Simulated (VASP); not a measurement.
# MgO (Pm-3m) in VASP: notebook, part 2 of 2

VASP 6.6.1. Earlier steps stand in the parts before.

**4. Single point, r2SCAN**

This run uses another cell than the first one, of 9.03 Å³/atom.

Contents of POSCAR:

```
MgO
1.0
    2.6233967733      0.0000000000      0.0000000000
    0.0000000000      2.6233967733      0.0000000000
    0.0000000000      0.0000000000      2.6233967733
Mg O
1 1
Direct
    0.0000000000      0.0000000000      0.0000000000
    0.5000000000      0.5000000000      0.5000000000
```

Contents of INCAR.step1:

```
SYSTEM = MgO
PREC = Accurate
ENCUT = 520
ISMEAR = 0
SIGMA = 0.02
LREAL = .FALSE.
LASPH = .TRUE.
NELM = 80
NBANDS = 11
GGA = PE
ALGO = Normal
EDIFF = 1E-4
LWAVE = .TRUE.
LCHARG = .FALSE.
```

Contents of INCAR.step2:

```
SYSTEM = MgO
PREC = Accurate
ENCUT = 520
EDIFF = 1E-7
ISMEAR = 0
SIGMA = 0.02
LREAL = .FALSE.
LASPH = .TRUE.
NELM = 80
ALGO = Normal
ISIF = 2
LWAVE = .FALSE.
LCHARG = .FALSE.
METAGGA = R2SCAN
LMIXTAU = .TRUE.
NBANDS = 11
ISTART = 1
```

Contents of KPOINTS:

```
Automatic mesh
0
G
  8 8 8
  0 0 0
```

Potentials or basis: VASP PAW PBE potentials, release 64 (Mg, O).

Launch:

```
cat potpaw_PBE.64/Mg/POTCAR potpaw_PBE.64/O/POTCAR > POTCAR
cp INCAR.step1 INCAR
mpirun -np 1 vasp_std > vasp.out
cp INCAR.step2 INCAR
mpirun -np 1 vasp_std > vasp.out
```

OUTCAR:

```text
SYSTEM = MgO
   PREC = Accurate
   ENCUT = 520
   EDIFF = 1E-7
   ISMEAR = 0
   LREAL = .FALSE.
   LASPH = .TRUE.
   NELM = 80
   ISIF = 2
   METAGGA = R2SCAN
   ISTART = 1

 ion  position               nearest neighbor table
   1  0.000  0.000  0.000-   2 2.27   2 2.27   2 2.27   2 2.27   2 2.27   2 2.27   2 2.27   2 2.27

   2  0.500  0.500  0.500-   1 2.27   1 2.27   1 2.27   1 2.27   1 2.27   1 2.27   1 2.27   1 2.27

  LATTYP: Found a simple cubic cell.
 ALAT       =     2.6233967733

  Lattice vectors:

 A1 = (   2.6233967733,   0.0000000000,   0.0000000000)
 A2 = (   0.0000000000,   2.6233967733,   0.0000000000)
 A3 = (   0.0000000000,   0.0000000000,   2.6233967733)

Analysis of symmetry for initial positions (statically):
=====================================================================
 Subroutine PRICEL returns:
 Original cell was already a primitive cell.

 Routine SETGRP: Setting up the symmetry group for a
 simple cubic supercell.

 Subroutine GETGRP returns: Found 48 space group operations
 (whereof 48 operations were pure point group operations)
 out of a pool of 48 trial point group operations.

The static configuration has the point symmetry O_h .

Analysis of symmetry for dynamics (positions and initial velocities):
=====================================================================
 Subroutine PRICEL returns:
 Original cell was already a primitive cell.

 Routine SETGRP: Setting up the symmetry group for a
 simple cubic supercell.

 Subroutine GETGRP returns: Found 48 space group operations
 (whereof 48 operations were pure point group operations)
 out of a pool of 48 trial point group operations.

The dynamic configuration has the point symmetry O_h .

 Subroutine INISYM returns: Found 48 space group operations
 (whereof 48 operations are pure point group operations),
 and found     1 'primitive' translations

----------------------------------------------------------------------------------------

[... 119 lines left out ...]
   AEXX    =    0.0000 exact exchange contribution
   IVDW    =     0    specifies the selected vdW correction
   LEPSILON=     F    determine dielectric tensor
   LRPA    =     F    only Hartree local field effects (RPA)
 non-spin polarized calculation
 Gauss-broadening in eV      SIGMA  =   0.02
  energy-cutoff  :      520.00
  volume of cell :       18.05
 maximum number of plane-waves:       500
 NGX is ok and might be reduce to    20
   NGX =  9   NGY =  9   NGZ =  9

 number of electron       7.9999999 magnetization

 Free energy of the ion-electron system (eV)
  ---------------------------------------------------
  ext. energy  EPLUGINS =         0.00000000
  ---------------------------------------------------
  free energy    TOTEN  =       -14.52742802 eV

  energy without entropy =      -14.52742802  energy(sigma->0) =      -14.52742802

 E-fermi :   4.9523     XC(G=0): -11.8831

 val. band max:        4.8165502780   @ k =   0.5000   0.5000   0.0000
 cond. band min:       8.2670604306   @ k =   0.0000   0.0000   0.0000
 fundamental gap:      3.4505101526
 Fermi energy:         4.9523335097

 k-point     1 :       0.0000    0.0000    0.0000
  band No.  band energies     occupation
      1     -14.7659      2.00000
      2       3.7581      2.00000
      3       3.7581      2.00000
      4       3.7581      2.00000
      5       8.2671      0.00000
      6      16.2780      0.00000
      7      16.2780      0.00000
      8      26.7056      0.00000
      9      26.7056      0.00000
     10      26.7056      0.00000
     11      33.8510      0.00000
[... 309 lines left out ...]
 k-point    24 :       0.5000    0.3750    0.1250
  band No.  band energies     occupation
      1     -12.6975      2.00000
      2      -0.2022      2.00000
      3       0.6156      2.00000
      4       4.0464      2.00000
      5      11.7271      0.00000
      6      16.7148      0.00000
      7      17.2221      0.00000
      8      21.0857      0.00000
      9      24.9383      0.00000
     10      25.3611      0.00000
     11      29.8944      0.00000

 [... further k-points ...]

------------------------ aborting loop because EDIFF is reached ----------------------------------------

  FORCE on cell =-STRESS in cart. coord.  units (eV):
  Direction    XX          YY          ZZ          XY          YZ          ZX
  --------------------------------------------------------------------------------------
  -------------------------------------------------------------------------------------
  Total       -0.1364913     -0.1364913     -0.1364913     -0.0000000      0.0000000      0.0000000
  in kB      -12.1122133    -12.1122133    -12.1122133     -0.0000000      0.0000000      0.0000000
  external PRESSURE =     -12.1122133 kB  Pullay stress =       0.0000000 kB

 VOLUME and BASIS-vectors are now :
 -----------------------------------------------------------------------------
  energy-cutoff  :      520.00
  volume of cell :       18.05
      direct lattice vectors                 reciprocal lattice vectors
     2.623396773  0.000000000  0.000000000     0.381185191  0.000000000  0.000000000
     0.000000000  2.623396773  0.000000000     0.000000000  0.381185191  0.000000000
     0.000000000  0.000000000  2.623396773     0.000000000  0.000000000  0.381185191

 POSITION                                       TOTAL-FORCE (eV/Angst)
 -----------------------------------------------------------------------------------
      0.00000      0.00000      0.00000         0.000000      0.000000      0.000000
      1.31170      1.31170      1.31170         0.000000      0.000000      0.000000
 -----------------------------------------------------------------------------------
    total drift:                                0.000000      0.000000      0.000000

  FREE ENERGIE OF THE ION-ELECTRON SYSTEM (eV)
  ---------------------------------------------------
  free  energy   TOTEN  =       -14.5274280213 eV

  energy  without entropy=      -14.5274280213  energy(sigma->0) =      -14.52742802
```

Wall time 56 s (1 thread of Intel Xeon 8259CL, shared host); peak memory 0.13 GiB.

Results:

| Quantity | Value |
| --- | --- |
| Free energy | -14.5274 eV |
| Pressure | -1.2 GPa |
| Band gap on the k mesh | 3.45 eV (least direct gap 4.51 eV) |

Levels at points of the mesh, in eV from the valence-band top:
```csv
k point,band 2,band 3,band 4,band 5,band 6,band 7
"(0.00, 0.00, 0.00)",-1.06,-1.06,-1.06,3.45,11.46,11.46
"(0.50, 0.00, 0.00)",-6.61,-0.59,-0.59,8.01,10.63,15.80
"(0.50, 0.50, 0.00)",-4.85,-4.85,0.00,5.88,13.46,13.46
"(0.50, 0.50, 0.50)",-3.79,-3.79,-3.79,8.41,8.41,8.41
```

Caveat: the PAW data sets were made with another functional, which shifts forces and pressure a little. A k mesh can miss the band edges.

**5. Relaxation of cell and atoms, r2SCAN**

Contents of POSCAR:

```
MgO
1.0
    2.6546370080      0.0000000000      0.0000000000
    0.0000000000      2.6546370080      0.0000000000
    0.0000000000      0.0000000000      2.6546370080
Mg O
1 1
Direct
    0.0000000000      0.0000000000      0.0000000000
    0.5000000000      0.5000000000      0.5000000000
```

Contents of INCAR.step1:

```
ALGO = Normal ; EDIFF = 1E-4
ENCUT = 600 ; GGA = PE
ISMEAR = 0 ; LASPH = T
LCHARG = F ; LREAL = F
LWAVE = T ; NELM = 80
PREC = Accurate ; SIGMA = 0.1
```

Contents of INCAR.step2:

```
ALGO = Normal ; EDIFF = 1E-6
EDIFFG = -0.04 ; ENCUT = 600
IBRION = 2 ; ISIF = 3
ISMEAR = 0 ; ISTART = 1
LASPH = T ; LCHARG = F
LMIXTAU = T ; LREAL = F
LWAVE = F ; METAGGA = R2SCAN
NELM = 80 ; NSW = 90
PREC = Accurate ; SIGMA = 0.1
```

Contents of KPOINTS:

```
k-points
0
Gamma
  6 6 6
```

Launch:

```
cat potpaw_PBE.64/Mg/POTCAR potpaw_PBE.64/O/POTCAR > POTCAR
cp INCAR.step1 INCAR
mpirun -np 1 vasp_std > vasp.out
cp INCAR.step2 INCAR
mpirun -np 1 vasp_std > vasp.out
```

Run time: 81 s. Hardware: 1 thread of Intel Xeon 8259CL, shared host; peak memory 0.15 GiB.

Results (log left out):

```
Free energy                           : -14.5304 eV
Relaxed volume                        : 8.95 Å³/atom
Relaxed cell                          : a = 2.615 Å, b = 2.615 Å, c = 2.615 Å, α = 90.00°, β = 90.00°, γ = 90.00°
Space group after relaxing (to 0.1 Å) : Pm-3m (No. 221)
Energy gained by relaxing             : 8.6 meV/atom
Ionic steps                           : 3
Pressure after relaxing               : 0.1 GPa
Band gap on the k mesh                : 3.54 eV (least direct gap 4.61 eV)
```

Step by step:
```csv
step,energy change (eV),largest force (eV/Å),pressure (GPa),volume (Å³)
1,0.0000,0.0000,-6.51,18.71
2,-0.0162,0.0000,1.81,17.70
3,-0.0173,0.0000,0.09,17.89
```

Final structure:
```cif
data_structure
_symmetry_space_group_name_H-M 'P 1'
_symmetry_Int_Tables_number 1
_cell_length_a 2.6154
_cell_length_b 2.6154
_cell_length_c 2.6154
_cell_angle_alpha 90.000
_cell_angle_beta 90.000
_cell_angle_gamma 90.000
_cell_volume 17.89
loop_
_atom_site_label
_atom_site_type_symbol
_atom_site_fract_x
_atom_site_fract_y
_atom_site_fract_z
_atom_site_occupancy
Mg1 Mg 0.00000 0.00000 0.00000 1
O1 O 0.50000 0.50000 0.50000 1
```

Levels at points of the mesh, in eV from the valence-band top:
| k point | band 2 | band 3 | band 4 | band 5 | band 6 | band 7 |
| --- | --- | --- | --- | --- | --- | --- |
| (0.00, 0.00, 0.00) | -1.07 | -1.07 | -1.07 | 3.54 | 11.48 | 11.48 |
| (0.50, 0.00, 0.00) | -6.66 | -0.60 | -0.60 | 8.09 | 10.74 | 15.86 |
| (0.50, 0.50, 0.00) | -4.90 | -4.90 | 0.00 | 5.92 | 13.56 | 13.56 |
| (0.50, 0.50, 0.50) | -3.83 | -3.83 | -3.83 | 8.45 | 8.45 | 8.45 |

Caveat: the PAW data sets were made with another functional, which shifts forces and pressure a little.

**6. Relaxation of cell and atoms, r2SCAN**

This run uses another cell than the first one, of 9.02 Å³/atom.

Contents of POSCAR:

```
MgO
1.0
    2.6223259631      0.0000000000      0.0000000000
    0.0000000000      2.6223259631      0.0000000000
    0.0000000000      0.0000000000      2.6223259631
Mg O
1 1
Direct
    0.0000000000      0.0000000000      0.0000000000
    0.5000000000      0.5000000000      0.5000000000
```

Contents of INCAR.step1:

```
SYSTEM = MgO
  ALGO = Normal
  EDIFF = 1E-4
  ENCUT = 600
  GGA = PE
  ISMEAR = 0
  LASPH = .TRUE.
  LCHARG = .FALSE.
  LREAL = .FALSE.
  LWAVE = .TRUE.
  NELM = 100
  PREC = Accurate
  SIGMA = 0.02
```

Contents of INCAR.step2:

```
SYSTEM = MgO
  ALGO = Normal
  EDIFF = 1E-6
  EDIFFG = -0.01
  ENCUT = 600
  IBRION = 2
  ISIF = 3
  ISMEAR = 0
  ISTART = 1
  LASPH = .TRUE.
  LCHARG = .FALSE.
  LMIXTAU = .TRUE.
  LREAL = .FALSE.
  LWAVE = .FALSE.
  METAGGA = R2SCAN
  NELM = 100
  NSW = 100
  PREC = Accurate
  SIGMA = 0.02
```

Contents of KPOINTS:

```
k-points
0
G
  8 8 8
  0 0 0
```

Potentials or basis: VASP PAW PBE potentials, release 64 (Mg, O).

Launch:

```
cat potpaw_PBE.64/Mg/POTCAR potpaw_PBE.64/O/POTCAR > POTCAR
cp INCAR.step1 INCAR
mpirun -np 1 vasp_std > vasp.out
cp INCAR.step2 INCAR
mpirun -np 1 vasp_std > vasp.out
```

It took 74 s on 1 thread of Intel Xeon 8259CL, shared host; peak memory 0.15 GiB.

It converged, with:

- Free energy: -14.5308 eV
- Relaxed volume: 8.95 Å³/atom
- Relaxed cell: a = 2.616 Å, b = 2.616 Å, c = 2.616 Å, α = 90.00°, β = 90.00°, γ = 90.00°
- Space group after relaxing (to 0.1 Å): Pm-3m (No. 221)
- Energy gained by relaxing: 0.3 meV/atom
- Ionic steps: 3
- Pressure after relaxing: 0.0 GPa
- Band gap on the k mesh: 3.54 eV (least direct gap 4.61 eV)

The path:
```tsv
step	energy change (eV)	largest force (eV/Å)	pressure (GPa)	volume (Å³)
1	0.0000	0.0000	-1.17	18.03
2	-0.0005	0.0000	0.28	17.86
3	-0.0005	0.0000	0.05	17.89
```

Final structure:
```cif
data_structure
_symmetry_space_group_name_H-M 'P 1'
_symmetry_Int_Tables_number 1
_cell_length_a 2.6156
_cell_length_b 2.6156
_cell_length_c 2.6156
_cell_angle_alpha 90.000
_cell_angle_beta 90.000
_cell_angle_gamma 90.000
_cell_volume 17.89
loop_
_atom_site_label
_atom_site_type_symbol
_atom_site_fract_x
_atom_site_fract_y
_atom_site_fract_z
_atom_site_occupancy
Mg1 Mg 0.00000 0.00000 0.00000 1
O1 O 0.50000 0.50000 0.50000 1
```

Levels at points of the mesh, in eV from the valence-band top:
```tsv
k point	band 1	band 2	band 3	band 4	band 5	band 6	band 7	band 8
(0.00, 0.00, 0.00)	-19.64	-1.07	-1.07	-1.07	3.54	11.48	11.48	22.04
(0.50, 0.00, 0.00)	-18.41	-6.66	-0.60	-0.60	8.09	10.74	15.86	18.59
(0.50, 0.50, 0.00)	-17.51	-4.90	-4.90	0.00	5.92	13.56	13.56	14.53
(0.50, 0.50, 0.50)	-16.62	-3.83	-3.83	-3.83	8.45	8.45	8.45	18.10
```

Caveat: the PAW data sets were made with another functional, which shifts forces and pressure a little. A k mesh can miss the band edges.

**7. Summary**

| task | cell | k mesh | cutoff (eV) | smearing | gap on the mesh (eV) | pressure (GPa) | relaxed volume (Å³/atom) |
| --- | --- | --- | --- | --- | --- | --- | --- |
| single point | a = 2.655 Å, 2 atoms | 6 × 6 × 6 | 520 | gaussian 0.1 eV | 3.11 | -6.4 | - |
| single point | a = 2.622 Å, 2 atoms | 6 × 6 × 6 | 520 | gaussian 0.1 eV | 3.46 | -1.0 | - |
| single point | a = 2.623 Å, 2 atoms | 8 × 8 × 8 | 520 | gaussian 0.02 eV | 3.45 | -1.2 | - |
| relaxation of cell and atoms | relaxed from a = 2.655 Å, 2 atoms | 6 × 6 × 6 | 600 | gaussian 0.1 eV | 3.54 | 0.1 | 8.95 |
| relaxation of cell and atoms | relaxed from a = 2.622 Å, 2 atoms | 8 × 8 × 8 | 600 | gaussian 0.02 eV | 3.54 | 0.0 | 8.95 |

Alike in all rows: level r2SCAN; potentials or basis VASP PAW PBE potentials, release 64 (Mg, O); no spin polarisation.

Caveats: the PAW data sets were made with another functional, which shifts forces and pressure a little; the cell stands under tension (at least some runs).

Total energies depend on the potentials used, so only differences within one code and one set of settings carry meaning.
